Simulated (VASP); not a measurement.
# Ga2SnO3 (I4/mmm) in VASP: notebook

Ga2SnO3 is run at these levels: PBE; tasks: single point.

Everything below comes from runs of VASP 6.6.1. Logs are shortened: lines on timing, memory, paths and dates and some standing lists are left out, and cuts for length are marked.

### 1 The cell of the first run

It takes space group I4/mmm (No. 139, tetragonal). The conventional cell has a = 5.315 Å, b = 5.315 Å, c = 7.491 Å, α = 90.00°, β = 90.00°, γ = 90.00°. Ga (site symmetry -4m2) has 2 O at 1.87 Å within 2.5 Å. Sn (site symmetry 4/mmm) has 4 O at 2.66 Å and 8 Ga at 3.25 Å within 3.5 Å. Within 2.5 Å of O (site symmetry mmm) lie 2 Ga at 1.87 Å. O (site symmetry 4/mmm) has 4 O at 2.66 Å and 8 Ga at 3.25 Å within 3.5 Å.

The cell was generated, and may not be a known phase.

### 2 Single point, PBE

Contents of INCAR:

```
SYSTEM = Ga2SnO3
PREC = Accurate ; ENCUT = 520
EDIFF = 1E-6 ; ISMEAR = 0
SIGMA = 0.1 ; LREAL = .FALSE.
LASPH = .TRUE. ; NELM = 100
ALGO = Normal ; ISIF = 2
LWAVE = .FALSE. ; LCHARG = .FALSE.
GGA = PE ; NBANDS = 38
```

Contents of KPOINTS:

```
regular mesh
0
G
  4 4 4
  0 0 0
```

Contents of POSCAR:

```
Ga2SnO3
1.0
   -2.6572794956      2.6572794956      3.7456769961
    2.6572794956     -2.6572794956      3.7456769961
    2.6572794956      2.6572794956     -3.7456769961
Ga Sn O
2 1 3
Direct
    0.7500000000      0.2500000000      0.5000000000
    0.2500000000      0.7500000000      0.5000000000
    0.5000000000      0.5000000000      0.0000000000
    0.5000000000      0.0000000000      0.5000000000
    0.0000000000      0.5000000000      0.5000000000
    0.0000000000      0.0000000000      0.0000000000
```

Potentials or basis: VASP PAW PBE potentials, release 64 (Ga_d, Sn_d, O).

Started as:

```
$ cat potpaw_PBE.64/Ga_d/POTCAR potpaw_PBE.64/Sn_d/POTCAR potpaw_PBE.64/O/POTCAR > POTCAR
$ mpirun -np 1 vasp_std > vasp.out
```

OUTCAR:

```text
SYSTEM = Ga2SnO3
   PREC = Accurate
   ENCUT = 520
   EDIFF = 1E-6
   ISMEAR = 0
   LREAL = .FALSE.
   LASPH = .TRUE.
   NELM = 100
   ISIF = 2
   GGA = PE

 ion  position               nearest neighbor table
   1  0.750  0.250  0.500-   4 1.87   5 1.87   3 3.25   3 3.25   3 3.25   3 3.25
   2  0.250  0.750  0.500-   4 1.87   5 1.87   3 3.25   3 3.25   3 3.25   3 3.25
   3  0.500  0.500  0.000-   4 2.66   5 2.66   4 2.66   5 2.66   2 3.25   1 3.25   1 3.25   2 3.25
                             2 3.25   1 3.25   1 3.25   2 3.25
   4  0.500  0.000  0.500-   1 1.87   2 1.87   3 2.66   3 2.66
   5  0.000  0.500  0.500-   1 1.87   2 1.87   3 2.66   3 2.66
   6  0.000  0.000  0.000-

  LATTYP: Found a body centered tetragonal cell.
 ALAT       =     5.3145589912
 C/A-ratio  =     1.4095909001

  Lattice vectors:

 A1 = (  -2.6572794956,   2.6572794956,   3.7456769961)
 A2 = (   2.6572794956,  -2.6572794956,   3.7456769961)
 A3 = (   2.6572794956,   2.6572794956,  -3.7456769961)

Analysis of symmetry for initial positions (statically):
=====================================================================
 Subroutine PRICEL returns:
 Original cell was already a primitive cell.

 Routine SETGRP: Setting up the symmetry group for a
 body centered tetragonal supercell.

 Subroutine GETGRP returns: Found 16 space group operations
 (whereof 16 operations were pure point group operations)
 out of a pool of 16 trial point group operations.

The static configuration has the point symmetry D_4h.

Analysis of symmetry for dynamics (positions and initial velocities):
=====================================================================
 Subroutine PRICEL returns:
 Original cell was already a primitive cell.

 Routine SETGRP: Setting up the symmetry group for a
 body centered tetragonal supercell.

 Subroutine GETGRP returns: Found 16 space group operations
 (whereof 16 operations were pure point group operations)
 out of a pool of 16 trial point group operations.

The dynamic configuration has the point symmetry D_4h.

 Subroutine INISYM returns: Found 16 space group operations
 (whereof 16 operations are pure point group operations),
 and found     1 'primitive' translations

----------------------------------------------------------------------------------------

                                     Primitive cell

  volume of cell :     105.7949

  direct lattice vectors                    reciprocal lattice vectors
    -2.657279496  2.657279496  3.745676996     0.000000000  0.188162367  0.133487218
     2.657279496 -2.657279496  3.745676996     0.188162367  0.000000000  0.133487218
     2.657279496  2.657279496 -3.745676996     0.188162367  0.188162367  0.000000000

  length of vectors
     5.305880209  5.305880209  5.305880209     0.230703085  0.230703085  0.266101772

  position of ions in fractional coordinates (direct lattice)
     0.750000000  0.250000000  0.500000000
     0.250000000  0.750000000  0.500000000
     0.500000000  0.500000000  0.000000000
     0.500000000  0.000000000  0.500000000
     0.000000000  0.500000000  0.500000000
     0.000000000  0.000000000  0.000000000

  ion indices of the primitive-cell ions
   primitive index   ion index
                 1           1
                 2           2
                 3           3
                 4           4
                 5           5
                 6           6

----------------------------------------------------------------------------------------

 KPOINTS: regular mesh

Automatic generation of k-mesh.
 Grid dimensions read from file:
 generate k-points for:    4    4    4

 Generating k-lattice:

  Cartesian coordinates                     Fractional coordinates (reciprocal lattice)
     0.000000000  0.047040592  0.033371804     0.250000000  0.000000000  0.000000000
     0.047040592  0.000000000  0.033371804     0.000000000  0.250000000  0.000000000
     0.047040592  0.047040592  0.000000000     0.000000000  0.000000000  0.250000000

  Length of vectors
     0.057675771  0.057675771  0.066525443

  Shift w.r.t. Gamma in fractional coordinates (k-lattice)
     0.000000000  0.000000000  0.000000000

 Subroutine IBZKPT returns following result:
 ===========================================

 Found     13 irreducible k-points:

 Following reciprocal coordinates:
            Coordinates               Weight
  0.000000  0.000000  0.000000      1.000000
  0.250000 -0.000000  0.000000      8.000000
  0.500000 -0.000000  0.000000      4.000000
  0.250000  0.250000  0.000000      8.000000
  0.500000  0.250000  0.000000     16.000000
 -0.250000  0.250000  0.000000      4.000000
  0.500000  0.500000  0.000000      2.000000
  0.250000  0.250000  0.250000      2.000000
 -0.250000  0.250000  0.250000      4.000000
  0.500000  0.500000  0.250000      4.000000
 -0.250000  0.500000  0.250000      8.000000
 -0.250000 -0.250000  0.250000      2.000000
  0.500000  0.500000  0.500000      1.000000
   k-points           NKPTS =     13   k-points in BZ     NKDIM =     13   number of bands    NBANDS=     38
   number of dos      NEDOS =    301   number of ions     NIONS =      6
   total plane-waves  NPLWV =  64000
   dimension x,y,z NGX =    40 NGY =   40 NGZ =   40
   dimension x,y,z NGXF=    80 NGYF=   80 NGZF=   80
   ions per type =               2   1   3
   NGX,Y,Z   is equivalent  to a cutoff of  12.53, 12.53, 12.53 a.u.
   NGXF,Y,Z  is equivalent  to a cutoff of  25.07, 25.07, 25.07 a.u.
 SYSTEM =  Ga2SnO3
   PREC   = accura    normal or accurate (medium, high low for compatibility)
   ISTART =      0    job   : 0-new  1-cont  2-samecut
   ICHARG =      2    charge: 1-file 2-atom 10-const
   ISPIN  =      1    spin polarized calculation?
   LNONCOLLINEAR =      F non collinear calculations
   LSORBIT =      F    spin-orbit coupling
   LASPH  =      T    aspherical Exc in radial PAW
   ENCUT  =  520.0 eV  38.22 Ry    6.18 a.u.   9.87  9.87  9.87*2*pi/ulx,y,z
   NELM   =    100;   NELMIN=  2; NELMDL= -5     # of ELM steps
   EDIFF  = 0.1E-05   stopping-criterion for ELM
   LREAL  =      F    real-space projection
   EDIFFG = 0.1E-04   stopping-criterion for IOM
   NSW    =      0    number of steps for IOM
   IBRION =     -1    ionic relax: 0-MD 1-quasi-New 2-CG
   NFREE  =      0    steps in history (QN), initial steepest desc. (CG)
   ISIF   =      2    stress and relaxation
   ISYM   =      2    0-nonsym 1-usesym 2-fastsym
   POTIM  = 0.5000    time-step for ionic-motion
   TEBEG  =    0.0;   TEEND  =   0.0 temperature during run
   PSTRESS=    0.0 pullay stress
   NELECT =      58.0000    total number of electrons
   NUPDOWN=      -1.0000    fix difference up-down
   EMIN   =  10.00;   EMAX   =-10.00  energy-range for DOS
   EFERMI =   0.00;   METHOD = LEGACY
   ISMEAR =     0;   SIGMA  =   0.10  broadening in eV -4-tet -1-fermi 0-gaus
   EFERMI_NEDOS =   21; number of points for ismear=-14 and -15
   IALGO  =     38    algorithm
   IMIX   =      4    mixing-type and parameters
     AMIX     =   0.40;   BMIX     =  1.00
     AMIX_MAG =   1.60;   BMIX_MAG =  1.00
  volume/ion in A,a.u.               =      17.63       118.99
  Fermi-wavevector in a.u.,A,eV,Ry     =   1.339870  2.531987 24.425870  1.795251
  Thomas-Fermi vector in A             =   2.468227
   LORBIT       =      0    0 simple, 1 ext, 2 COOP (PROOUT), +10 PAW based schemes
   GGA     = PE    functional components
   LHFCALC =     F    Hartree Fock is set to
   AEXX    =    0.0000 exact exchange contribution
   IVDW    =     0    specifies the selected vdW correction
   LEPSILON=     F    determine dielectric tensor
   LRPA    =     F    only Hartree local field effects (RPA)
 non-spin polarized calculation
 Gauss-broadening in eV      SIGMA  =   0.10
  energy-cutoff  :      520.00
  volume of cell :      105.79
 maximum number of plane-waves:      2874
   NGX = 19   NGY = 19   NGZ = 19

 number of electron      58.0000027 magnetization

 Free energy of the ion-electron system (eV)
  ---------------------------------------------------
  ext. energy  EPLUGINS =         0.00000000
  ---------------------------------------------------
  free energy    TOTEN  =       -24.47133911 eV

  energy without entropy =      -24.43175926  energy(sigma->0) =      -24.45154918

 E-fermi :   3.7448     XC(G=0):  -9.8762

 val. band max:        3.7113935393   @ k =   0.5000   0.5000   0.0000
 cond. band min:       3.7726369475   @ k =  -0.2500   0.2500   0.2500
 fundamental gap:      0.0612434082
 Fermi energy:         3.7447673986

 k-point     1 :       0.0000    0.0000    0.0000
  band No.  band energies     occupation
      1     -17.9687      2.00000
      2     -17.9110      2.00000
      3     -17.8511      2.00000
      4     -17.8511      2.00000
      5     -17.8151      2.00000
      6     -15.8338      2.00000
[... 30 lines left out ...]
     37      10.7373      0.00000
     38      10.7373      0.00000

 k-point     2 :       0.2500   -0.0000    0.0000
  band No.  band energies     occupation
      1     -17.9597      2.00000
      2     -17.9111      2.00000
      3     -17.8513      2.00000
      4     -17.8508      2.00000
      5     -17.8091      2.00000
      6     -15.7257      2.00000
[... 30 lines left out ...]
     37       9.8337      0.00000
     38      11.6120      0.00000

 k-point     3 :       0.5000   -0.0000    0.0000
  band No.  band energies     occupation
      1     -17.9516      2.00000
      2     -17.9111      2.00000
      3     -17.8515      2.00000
      4     -17.8505      2.00000
      5     -17.8022      2.00000
      6     -15.4562      2.00000
[... 30 lines left out ...]
     37      10.1707      0.00000
[... 330 lines left out ...]
 k-point    12 :      -0.2500   -0.2500    0.2500
  band No.  band energies     occupation
      1     -17.9755      2.00000
      2     -17.9106      2.00000
      3     -17.8505      2.00000
      4     -17.8505      2.00000
      5     -17.8136      2.00000
      6     -15.5206      2.00000
[... 30 lines left out ...]
     37       9.9302      0.00000
     38      10.3562      0.00000

 k-point    13 :       0.5000    0.5000    0.5000
  band No.  band energies     occupation
      1     -17.9831      2.00000
      2     -17.9103      2.00000
      3     -17.8498      2.00000
      4     -17.8498      2.00000
      5     -17.8124      2.00000
      6     -15.6084      2.00000
[... 30 lines left out ...]
     37      10.5965      0.00000
     38      10.5965      0.00000

------------------------ aborting loop because EDIFF is reached ----------------------------------------

  FORCE on cell =-STRESS in cart. coord.  units (eV):
  Direction    XX          YY          ZZ          XY          YZ          ZX
  --------------------------------------------------------------------------------------
  -------------------------------------------------------------------------------------
  Total       -0.3366047     -0.3366047      0.3836422      0.0000000      0.0000000      0.0000000
  in kB       -5.0976031     -5.0976031      5.8099468      0.0000000      0.0000000      0.0000000
  external PRESSURE =      -1.4617532 kB  Pullay stress =       0.0000000 kB

 VOLUME and BASIS-vectors are now :
 -----------------------------------------------------------------------------
  energy-cutoff  :      520.00
  volume of cell :      105.79
      direct lattice vectors                 reciprocal lattice vectors
    -2.657279496  2.657279496  3.745676996     0.000000000  0.188162367  0.133487218
     2.657279496 -2.657279496  3.745676996     0.188162367  0.000000000  0.133487218
     2.657279496  2.657279496 -3.745676996     0.188162367  0.188162367  0.000000000

 POSITION                                       TOTAL-FORCE (eV/Angst)
 -----------------------------------------------------------------------------------
      0.00000      2.65728      1.87284         0.000000     -0.000000     -0.000000
      2.65728      0.00000      1.87284         0.000000      0.000000     -0.000000
      0.00000      0.00000      3.74568        -0.000000      0.000000      0.000000
      0.00000      2.65728      0.00000        -0.000000      0.000000      0.000000
      2.65728      0.00000      0.00000        -0.000000      0.000000      0.000000
      0.00000      0.00000      0.00000        -0.000000      0.000000      0.000000
 -----------------------------------------------------------------------------------
    total drift:                               -0.000000     -0.000000      0.000000

  FREE ENERGIE OF THE ION-ELECTRON SYSTEM (eV)
  ---------------------------------------------------
  free  energy   TOTEN  =       -24.4713391058 eV

  energy  without entropy=      -24.4317592576  energy(sigma->0) =      -24.45154918
```

Wall time 2.7 min (1 thread of Intel Xeon 8259CL, shared host); peak memory 0.26 GiB.

Results:

```yaml
Free_energy: -24.4713 eV
Pressure: -0.1 GPa
Band_gap_on_the_k_mesh: zero (bands 29 and 30 overlap by 0.18 eV)
```

Stress tensor (GPa, compression positive):
```
-0.51  0.00  0.00
 0.00 -0.51  0.00
 0.00  0.00  0.58
```

Levels at points of the mesh, in eV from the Fermi level:
```
           k point  band 24  band 25  band 26  band 27  band 28  band 29  band 30  band 31  band 32  band 33
(0.00, 0.00, 0.00)    -3.71    -3.71    -1.78    -1.34     0.05     0.05     0.51     0.51     1.19     3.42
(0.50, 0.00, 0.00)    -3.40    -2.48    -1.35    -1.21    -0.96     0.03     0.62     0.63     1.94     2.52
(0.50, 0.50, 0.00)    -3.22    -2.81    -2.74    -1.48    -0.94    -0.45    -0.03     1.65     1.83     2.77
(0.50, 0.50, 0.50)    -3.37    -3.37    -1.52    -1.20     0.05     0.05     0.39     1.89     1.89     4.02
```

Caveat: the k points lie up to 0.36 Å⁻¹ apart; spin-orbit coupling is left out, which moves the levels of the heavy elements.

### 3 Single point, PBE

This run uses another cell than the first one, of 32.15 Å³/atom.

Contents of INCAR:

```
PREC = Accurate
ENCUT = 520
EDIFF = 1E-6
ISMEAR = 0
SIGMA = 0.1
LREAL = False
LASPH = True
NELM = 80
ALGO = Normal
ISIF = 2
LWAVE = False
LCHARG = False
GGA = PE
NBANDS = 38
```

Contents of KPOINTS:

```
regular mesh
0
Gamma
  4 4 4
```

Edit POSCAR of step 2 so:

```diff
@@ -2,5 +2,5 @@
 1.0
-   -2.6572794956      2.6572794956      3.7456769961
-    2.6572794956     -2.6572794956      3.7456769961
-    2.6572794956      2.6572794956     -3.7456769961
+   -3.6894895600      3.6894895600      3.5424898000
+    3.6894895600     -3.6894895600      3.5424898000
+    3.6894895600      3.6894895600     -3.5424898000
 Ga Sn O
```

Potentials or basis: VASP PAW PBE potentials, release 64 (Ga_d, Sn_d, O).

Started as:

```
$ cat potpaw_PBE.64/Ga_d/POTCAR potpaw_PBE.64/Sn_d/POTCAR potpaw_PBE.64/O/POTCAR > POTCAR
$ mpirun -np 1 vasp_std > vasp.out
```

It took 6 min on 1 thread of Intel Xeon 8259CL, shared host; peak memory 0.37 GiB.

It converged, with:

```yaml
Free_energy: -22.7786 eV
Pressure: -2.2 GPa
Band_gap_on_the_k_mesh: zero (filled and empty bands touch)
```

Stress tensor (GPa, compression positive):
```
-2.42  0.00  0.00
 0.00 -2.42  0.00
 0.00  0.00 -1.68
```

Levels at points of the mesh, in eV from the Fermi level:
```tsv
k point	band 26	band 27	band 28	band 29	band 30	band 31	band 32	band 33
(0.00, 0.00, 0.00)	-1.79	-1.04	-0.16	-0.16	0.55	0.55	1.44	1.72
(0.50, 0.00, 0.00)	-0.71	-0.45	-0.31	-0.16	0.25	0.35	0.66	1.57
(0.50, 0.50, 0.00)	-2.31	-1.25	-0.21	-0.05	0.17	0.82	0.94	2.49
(0.50, 0.50, 0.50)	-1.65	-1.18	-0.36	-0.36	0.45	0.45	1.09	2.63
```

Caveat: spin-orbit coupling is left out, which moves the levels of the heavy elements.

The gap in the log of VASP goes by the Fermi energy; the results here count the filled bands.